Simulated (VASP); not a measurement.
# SbTe2O (P4/mmm) in VASP: a series of runs

SbTe2O is run at these levels: PBE; tasks: relaxation of cell and atoms, single point.

Program: VASP 6.6.1. These are calculated values, not measurements. Logs are shortened: lines on timing, memory, paths and dates and some standing lists are left out, and cuts for length are marked.

**1. The cell of the first run**

The structure is tetragonal, space group P4/mmm (No. 123). The conventional cell has a = 3.399 Å, b = 3.399 Å, c = 9.239 Å, α = 90.00°, β = 90.00°, γ = 90.00°. Sb (site symmetry 4/mmm) has 8 Te at 3.36 Å and 4 Sb at 3.40 Å within 4.4 Å. Te (site symmetry 4mm) has 4 O at 3.31 Å and 4 Sb at 3.36 Å and 4 Te at 3.40 Å within 4.3 Å. O (site symmetry 4/mmm) has 8 Te at 3.31 Å and 4 O at 3.40 Å within 4.3 Å.

The cell was generated, and may not be a known phase.

**2. Relaxation of cell and atoms, PBE**

File INCAR:

```
PREC = Accurate ; ENCUT = 600
EDIFF = 1E-7 ; ISMEAR = 0
SIGMA = 0.1 ; LREAL = False
LASPH = True ; NELM = 80
ALGO = Normal ; ISIF = 3
LWAVE = False ; LCHARG = False
GGA = PE ; IBRION = 2
NSW = 90 ; EDIFFG = -0.04
```

File KPOINTS:

```
Automatic mesh
0
Gamma
  6 6 2
```

File POSCAR:

```
SbTe2O
1.0
    3.3990142000      0.0000000000      0.0000000000
    0.0000000000      3.3990142000      0.0000000000
    0.0000000000      0.0000000000      9.2392812400
Sb Te O
1 2 1
Direct
    0.0000000000      0.0000000000      0.5000000000
    0.5000000000      0.5000000000      0.2459090100
    0.5000000000      0.5000000000      0.7540909900
    0.0000000000      0.0000000000      0.0000000000
```

Potentials or basis: VASP PAW PBE potentials, release 64 (Sb, Te, O).

Run with:

```console
cat potpaw_PBE.64/Sb/POTCAR potpaw_PBE.64/Te/POTCAR potpaw_PBE.64/O/POTCAR > POTCAR
mpirun -np 1 vasp_std > vasp.out
```

OUTCAR:

```text
PREC = Accurate
   ENCUT = 600
   EDIFF = 1E-7
   ISMEAR = 0
   LREAL = False
   LASPH = True
   NELM = 80
   ISIF = 3
   GGA = PE
   IBRION = 2
   NSW = 90
   EDIFFG = -0.04

 ion  position               nearest neighbor table
   1  0.000  0.000  0.500-   2 3.36   3 3.36   2 3.36   3 3.36   2 3.36   3 3.36   2 3.36   3 3.36

   2  0.500  0.500  0.246-   1 3.36   1 3.36   1 3.36   1 3.36
   3  0.500  0.500  0.754-   1 3.36   1 3.36   1 3.36   1 3.36
   4  0.000  0.000  0.000-

  LATTYP: Found a simple tetragonal cell.
 ALAT       =     3.3990142000
 C/A-ratio  =     2.7182237838

  Lattice vectors:

 A1 = (   3.3990142000,   0.0000000000,   0.0000000000)
 A2 = (   0.0000000000,   3.3990142000,   0.0000000000)
 A3 = (   0.0000000000,   0.0000000000,   9.2392812400)

Analysis of symmetry for initial positions (statically):
=====================================================================
 Subroutine PRICEL returns:
 Original cell was already a primitive cell.

 Routine SETGRP: Setting up the symmetry group for a
 simple tetragonal supercell.

 Subroutine GETGRP returns: Found 16 space group operations
 (whereof 16 operations were pure point group operations)
 out of a pool of 16 trial point group operations.

The static configuration has the point symmetry D_4h.

Analysis of symmetry for dynamics (positions and initial velocities):
=====================================================================
 Subroutine PRICEL returns:
 Original cell was already a primitive cell.

 Routine SETGRP: Setting up the symmetry group for a
 simple tetragonal supercell.

 Subroutine GETGRP returns: Found 16 space group operations
 (whereof 16 operations were pure point group operations)
 out of a pool of 16 trial point group operations.

The dynamic configuration has the point symmetry D_4h.

 Subroutine INISYM returns: Found 16 space group operations
 (whereof 16 operations are pure point group operations),
 and found     1 'primitive' translations

----------------------------------------------------------------------------------------

                                     Primitive cell

  volume of cell :     106.7442

  direct lattice vectors                    reciprocal lattice vectors
     3.399014200  0.000000000  0.000000000     0.294202949  0.000000000  0.000000000
     0.000000000  3.399014200  0.000000000     0.000000000  0.294202949  0.000000000
     0.000000000  0.000000000  9.239281240     0.000000000  0.000000000  0.108233527

  length of vectors
     3.399014200  3.399014200  9.239281240     0.294202949  0.294202949  0.108233527

  position of ions in fractional coordinates (direct lattice)
     0.000000000  0.000000000  0.500000000
     0.500000000  0.500000000  0.245909010
     0.500000000  0.500000000  0.754090990
     0.000000000  0.000000000  0.000000000

  ion indices of the primitive-cell ions
   primitive index   ion index
                 1           1
                 2           2
                 3           3
                 4           4

----------------------------------------------------------------------------------------

 KPOINTS: Automatic mesh

Automatic generation of k-mesh.
 Grid dimensions read from file:
 generate k-points for:    6    6    2

 Generating k-lattice:

  Cartesian coordinates                     Fractional coordinates (reciprocal lattice)
     0.049033825  0.000000000  0.000000000     0.166666667  0.000000000  0.000000000
     0.000000000  0.049033825  0.000000000     0.000000000  0.166666667  0.000000000
     0.000000000  0.000000000  0.054116764     0.000000000  0.000000000  0.500000000

  Length of vectors
     0.049033825  0.049033825  0.054116764

  Shift w.r.t. Gamma in fractional coordinates (k-lattice)
     0.000000000  0.000000000  0.000000000

 Subroutine IBZKPT returns following result:
 ===========================================

 Found     20 irreducible k-points:

 Following reciprocal coordinates:
            Coordinates               Weight
  0.000000  0.000000  0.000000      1.000000
  0.166667  0.000000  0.000000      4.000000
  0.333333  0.000000  0.000000      4.000000
  0.500000  0.000000  0.000000      2.000000
  0.166667  0.166667  0.000000      4.000000
  0.333333  0.166667  0.000000      8.000000
[... 12 lines left out ...]
  0.500000  0.333333  0.500000      4.000000
  0.500000  0.500000  0.500000      1.000000
   k-points           NKPTS =     20   k-points in BZ     NKDIM =     20   number of bands    NBANDS=     15
   number of dos      NEDOS =    301   number of ions     NIONS =      4
   total plane-waves  NPLWV =  62720
   dimension x,y,z NGX =    28 NGY =   28 NGZ =   80
   dimension x,y,z NGXF=    56 NGYF=   56 NGZF=  160
   ions per type =               1   2   1
   NGX,Y,Z   is equivalent  to a cutoff of  13.69, 13.69, 14.39 a.u.
   NGXF,Y,Z  is equivalent  to a cutoff of  27.39, 27.39, 28.79 a.u.
 SYSTEM =  unknown system
   PREC   = accura    normal or accurate (medium, high low for compatibility)
   ISTART =      0    job   : 0-new  1-cont  2-samecut
   ICHARG =      2    charge: 1-file 2-atom 10-const
   ISPIN  =      1    spin polarized calculation?
   LNONCOLLINEAR =      F non collinear calculations
   LSORBIT =      F    spin-orbit coupling
   LASPH  =      T    aspherical Exc in radial PAW
   ENCUT  =  600.0 eV  44.10 Ry    6.64 a.u.   6.79  6.79 18.45*2*pi/ulx,y,z
   NELM   =     80;   NELMIN=  2; NELMDL= -5     # of ELM steps
   EDIFF  = 0.1E-06   stopping-criterion for ELM
   LREAL  =      F    real-space projection
   EDIFFG = -.4E-01   stopping-criterion for IOM
   NSW    =     90    number of steps for IOM
   IBRION =      2    ionic relax: 0-MD 1-quasi-New 2-CG
   NFREE  =      1    steps in history (QN), initial steepest desc. (CG)
   ISIF   =      3    stress and relaxation
   ISYM   =      2    0-nonsym 1-usesym 2-fastsym
   POTIM  = 0.5000    time-step for ionic-motion
   TEBEG  =    0.0;   TEEND  =   0.0 temperature during run
   PSTRESS=    0.0 pullay stress
   NELECT =      23.0000    total number of electrons
   NUPDOWN=      -1.0000    fix difference up-down
   EMIN   =  10.00;   EMAX   =-10.00  energy-range for DOS
   EFERMI =   0.00;   METHOD = LEGACY
   ISMEAR =     0;   SIGMA  =   0.10  broadening in eV -4-tet -1-fermi 0-gaus
   EFERMI_NEDOS =   21; number of points for ismear=-14 and -15
   IALGO  =     38    algorithm
   IMIX   =      4    mixing-type and parameters
     AMIX     =   0.40;   BMIX     =  1.00
     AMIX_MAG =   1.60;   BMIX_MAG =  1.00
  volume/ion in A,a.u.               =      26.69       180.09
  Fermi-wavevector in a.u.,A,eV,Ry     =   0.981453  1.854677 13.105805  0.963249
  Thomas-Fermi vector in A             =   2.112460
   LORBIT       =      0    0 simple, 1 ext, 2 COOP (PROOUT), +10 PAW based schemes
   GGA     = PE    functional components
   LHFCALC =     F    Hartree Fock is set to
   AEXX    =    0.0000 exact exchange contribution
   IVDW    =     0    specifies the selected vdW correction
   LEPSILON=     F    determine dielectric tensor
   LRPA    =     F    only Hartree local field effects (RPA)
 conjugate gradient relaxation of ions
 non-spin polarized calculation
 Gauss-broadening in eV      SIGMA  =   0.10
  energy-cutoff  :      600.00
  volume of cell :      106.74
 maximum number of plane-waves:      3620
 NGX is ok and might be reduce to    28
   NGX = 13   NGY = 13   NGZ = 37

--------------------------------------- Ionic step        1  -------------------------------------------

 number of electron      22.9999998 magnetization

 Free energy of the ion-electron system (eV)
  ---------------------------------------------------
  ext. energy  EPLUGINS =         0.00000000
  ---------------------------------------------------
  free energy    TOTEN  =       -12.27185457 eV

  energy without entropy =      -12.24384518  energy(sigma->0) =      -12.25784987

 E-fermi :   5.3408     XC(G=0):  -9.5066

 val. band max:        5.3204258529   @ k =   0.5000   0.0000   0.5000
 cond. band min:       5.3718632608   @ k =   0.3333   0.1667   0.5000
 fundamental gap:      0.0514374079
 Fermi energy:         5.3408031250

 k-point     1 :       0.0000    0.0000    0.0000
  band No.  band energies     occupation
      1     -10.0727      2.00000
      2      -7.7051      2.00000
      3      -6.8930      2.00000
      4      -4.0728      2.00000
      5       1.4408      2.00000
      6       4.3487      2.00000
      7       4.8888      2.00000
      8       4.8993      2.00000
      9       4.8993      2.00000
     10       5.7198      0.00000
     11       5.7198      0.00000
     12       6.3717      0.00000
     13       6.3717      0.00000
     14       8.2479      0.00000
     15       8.9616      0.00000
[... 447 lines left out ...]
  FREE ENERGIE OF THE ION-ELECTRON SYSTEM (eV)
  ---------------------------------------------------
  free  energy   TOTEN  =       -12.9087123000 eV

  energy  without entropy=      -12.8977441140  energy(sigma->0) =      -12.90322821

 E-fermi :  10.1339     XC(G=0): -11.1002

 val. band max:       10.1225426466   @ k =   0.5000   0.0000   0.5000
 cond. band min:      10.1438892034   @ k =   0.0000   0.0000   0.5000
 fundamental gap:      0.0213465569
 Fermi energy:        10.1339288736

 k-point     1 :       0.0000    0.0000    0.0000
  band No.  band energies     occupation
      1      -8.0457      2.00000
      2      -4.0621      2.00000
      3      -3.2874      2.00000
      4       0.1807      2.00000
      5       5.6638      2.00000
      6       7.0929      2.00000
      7       7.0929      2.00000
      8       7.8945      2.00000
      9       9.2771      2.00000
     10      10.7102      0.00000
     11      10.7102      0.00000
     12      11.3931      0.00000
     13      11.3931      0.00000
     14      14.3615      0.00000
     15      14.4222      0.00000
[... 325 lines left out ...]
 k-point    20 :       0.5000    0.5000    0.5000
  band No.  band energies     occupation
      1      -6.9003      2.00000
      2      -0.4250      2.00000
      3       0.5412      2.00000
      4       2.6522      2.00000
      5       3.7959      2.00000
      6       3.7959      2.00000
      7       4.3410      2.00000
      8       4.3410      2.00000
      9       7.1515      2.00000
     10       7.4772      2.00000
     11       8.7991      2.00000
     12       8.7991      2.00000
     13       8.9463      2.00000
     14       8.9463      2.00000
     15       9.0095      2.00000

[... ionic steps 4 to 15 ...]

--------------------------------------- Ionic step       16  -------------------------------------------

 number of electron      22.9999998 magnetization

------------------------ aborting loop because EDIFF is reached ----------------------------------------

  FORCE on cell =-STRESS in cart. coord.  units (eV):
  Direction    XX          YY          ZZ          XY          YZ          ZX
  --------------------------------------------------------------------------------------
  -------------------------------------------------------------------------------------
  Total        0.0772988      0.0772988     -0.3134876      0.0000000     -0.0000000     -0.0000000
  in kB        1.4178847      1.4178847     -5.7502696      0.0000000     -0.0000000     -0.0000000
  external PRESSURE =      -0.9715000 kB  Pullay stress =       0.0000000 kB
[... 61 lines left out ...]
  energy  without entropy=      -13.9653936776  energy(sigma->0) =      -13.96846628

--------------------------------------- Ionic step       18  -------------------------------------------

 number of electron      22.9999998 magnetization

 Free energy of the ion-electron system (eV)
  ---------------------------------------------------
  ext. energy  EPLUGINS =         0.00000000
  ---------------------------------------------------
  free energy    TOTEN  =       -13.97294307 eV

  energy without entropy =      -13.96684466  energy(sigma->0) =      -13.96989387

 E-fermi :   8.3813     XC(G=0): -10.4696

 val. band max:        8.3664075851   @ k =   0.5000   0.5000   0.0000
 cond. band min:       8.4399581064   @ k =   0.3333   0.3333   0.0000
 fundamental gap:      0.0735505214
 Fermi energy:         8.3813378058

 k-point     1 :       0.0000    0.0000    0.0000
  band No.  band energies     occupation
      1      -9.9878      2.00000
      2      -4.4941      2.00000
      3      -4.4076      2.00000
      4      -2.1447      2.00000
      5       4.0312      2.00000
      6       4.6506      2.00000
      7       5.0833      2.00000
      8       5.0833      2.00000
      9       7.0926      2.00000
     10      10.0395      0.00000
     11      10.0395      0.00000
     12      10.1906      0.00000
     13      10.1906      0.00000
     14      12.3231      0.00000
     15      12.3231      0.00000
[... 371 lines left out ...]
  FREE ENERGIE OF THE ION-ELECTRON SYSTEM (eV)
  ---------------------------------------------------
  free  energy   TOTEN  =       -13.9729430665 eV

  energy  without entropy=      -13.9668446635  energy(sigma->0) =      -13.96989387

 reached required accuracy - stopping structural energy minimisation
```

Wall time 6.3 min (1 thread of Intel Xeon 6975P-C (Granite Rapids), shared host); peak memory 0.28 GiB.

What came out:

```yaml
Free_energy: -13.9729 eV
Relaxed_volume: 21.86 Å³/atom
Relaxed_cell: a = 3.230 Å, b = 3.230 Å, c = 8.383 Å, α = 90.00°, β = 90.00°, γ = 90.00°
Space_group_after_relaxing_to_0.1_Å: P4/mmm (No. 123)
Energy_gained_by_relaxing: 425.3 meV/atom
Ionic_steps: 18
Pressure_after_relaxing: 0.0 GPa
Largest_force_after_relaxing: 0.024 eV/Å
```

Forces in eV/Å, atoms in the order of the input:
```
Sb   0.000  0.000  0.000
Te   0.000  0.000 -0.024
Te   0.000  0.000  0.024
O    0.000  0.000  0.000
```

Step by step:
| step | energy change (eV) | largest force (eV/Å) | pressure (GPa) | volume (Å³) |
| --- | --- | --- | --- | --- |
| 1 | 0.0000 | 1.0439 | -6.47 | 106.74 |
| 2 | -0.5940 | 1.9386 | -0.23 | 90.90 |
| 3 | -0.6369 | 2.2206 | 3.17 | 86.41 |
| 4 | -1.0306 | 1.6814 | 4.64 | 82.63 |
| 5 | -1.2386 | 0.6762 | 10.30 | 76.89 |
| 6 | -1.5753 | 0.1166 | 0.56 | 85.51 |
| 7 | -1.5759 | 0.0869 | 0.30 | 85.89 |
| 8 | -1.5969 | 0.3125 | -0.19 | 86.23 |
| 9 | -1.6160 | 0.4630 | -1.05 | 86.90 |
| 10 | -1.6361 | 0.4965 | -0.18 | 86.03 |
| 11 | -1.6573 | 0.2747 | 2.49 | 83.83 |
| 12 | -1.6639 | 0.2071 | 2.59 | 83.89 |
| 13 | -1.6704 | 0.0223 | 2.93 | 84.03 |
| 14 | -1.6845 | 0.0523 | 2.02 | 84.95 |
| 15 | -1.6985 | 0.1481 | -0.42 | 87.74 |
| 16 | -1.6989 | 0.1338 | -0.10 | 87.35 |
| 17 | -1.6997 | 0.1071 | -0.07 | 87.37 |
| 18 | -1.7011 | 0.0240 | 0.01 | 87.45 |

Final structure:
```
Sb Te O
1.0
     3.22994    0.00000    0.00000
     0.00000    3.22994    0.00000
     0.00000    0.00000    8.38261
Sb Te O
1 2 1
Direct
  0.00000 0.00000 0.50000
  0.50000 0.50000 0.17254
  0.50000 0.50000 0.82746
  0.00000 0.00000 0.00000
```

Levels at points of the mesh, in eV from the Fermi level:
```tsv
k point	band 9	band 10	band 11	band 12	band 13	band 14
(0.00, 0.00, 0.00)	-1.29	1.66	1.66	1.81	1.81	3.94
(0.50, 0.00, 0.00)	-2.40	-1.91	-0.22	0.17	1.40	1.81
(0.50, 0.50, 0.00)	-3.26	-3.10	-3.10	-2.97	-0.01	-0.01
(0.00, 0.00, 0.50)	0.50	1.26	1.26	1.37	2.34	2.34
(0.50, 0.00, 0.50)	-2.40	-0.38	-0.36	-0.11	1.80	1.82
(0.50, 0.50, 0.50)	-3.16	-2.73	-1.87	-1.87	-0.86	-0.86
```

Caveat: the volume moved by over 15 % at a fixed basis, so the end points are rough; the highest band is partly filled, so the run has too few bands; spin-orbit coupling is left out, which moves the levels of the heavy elements.

**3. Single point, PBE**

This run uses another cell than the first one, of 22.17 Å³/atom.

File INCAR:

```
SYSTEM = SbTe2O
PREC = Accurate
ENCUT = 520
EDIFF = 1E-6
ISMEAR = 0
SIGMA = 0.1
LREAL = .False.
LASPH = .True.
NELM = 100
ALGO = Normal
ISIF = 2
LWAVE = .False.
LCHARG = .False.
GGA = PE
NBANDS = 20
```

File KPOINTS:

```
Automatic mesh
0
Gamma
  14 14 6
  0 0 0
```

File POSCAR:

```
SbTe2O
1.0
    3.2278116488      0.0000000000      0.0000000000
    0.0000000000      3.2278116488      0.0000000000
    0.0000000000      0.0000000000      8.5118226873
Sb Te O
1 2 1
Direct
    0.0000000000      0.0000000000      0.5000000000
    0.5000000000      0.5000000000      0.1704164456
    0.5000000000      0.5000000000      0.8295835544
    0.0000000000      0.0000000000      0.0000000000
```

Potentials or basis: VASP PAW PBE potentials, release 64 (Sb, Te, O).

Run with:

```console
cat potpaw_PBE.64/Sb/POTCAR potpaw_PBE.64/Te/POTCAR potpaw_PBE.64/O/POTCAR > POTCAR
mpirun -np 1 vasp_std > vasp.out
```

Run time: 94 s. Hardware: 1 thread of Intel Xeon 6975P-C (Granite Rapids), shared host; peak memory 0.38 GiB.

It converged, with:

* Free energy: -14.0241 eV
* Pressure: -0.2 GPa
* Largest force: 0.009 eV/Å
* Band gap on the k mesh: zero (an odd number of electrons rules out a gap without spin polarisation)

Forces in eV/Å, atoms in the order of the input:
```
Sb   0.000  0.000  0.000
Te   0.000  0.000 -0.009
Te   0.000  0.000  0.009
O    0.000  0.000  0.000
```

Levels at points of the mesh, in eV from the Fermi level:
```
           k point  band 8  band 9  band 10  band 11  band 12  band 13  band 14  band 15
(0.00, 0.00, 0.00)   -3.24   -1.33     1.71     1.71     1.92     1.92     3.58     3.89
(0.50, 0.00, 0.00)   -3.07   -2.36    -1.89    -0.21     0.19     1.28     1.89     3.07
(0.50, 0.50, 0.00)   -3.64   -3.23    -3.05    -3.05    -2.86    -0.08    -0.08     0.31
(0.00, 0.00, 0.50)   -2.84    0.29     1.29     1.37     1.37     2.40     2.40     3.77
(0.50, 0.00, 0.50)   -4.59   -2.36    -0.40    -0.30    -0.19     1.66     1.90     3.05
(0.50, 0.50, 0.50)   -4.21   -3.14    -2.65    -1.95    -1.95    -0.82    -0.82     0.03
```

Caveat: spin-orbit coupling is left out, which moves the levels of the heavy elements; an odd number of electrons without spin polarisation forces a metal; a magnetic or distorted state may lie lower.

[end of part 1 of 2]
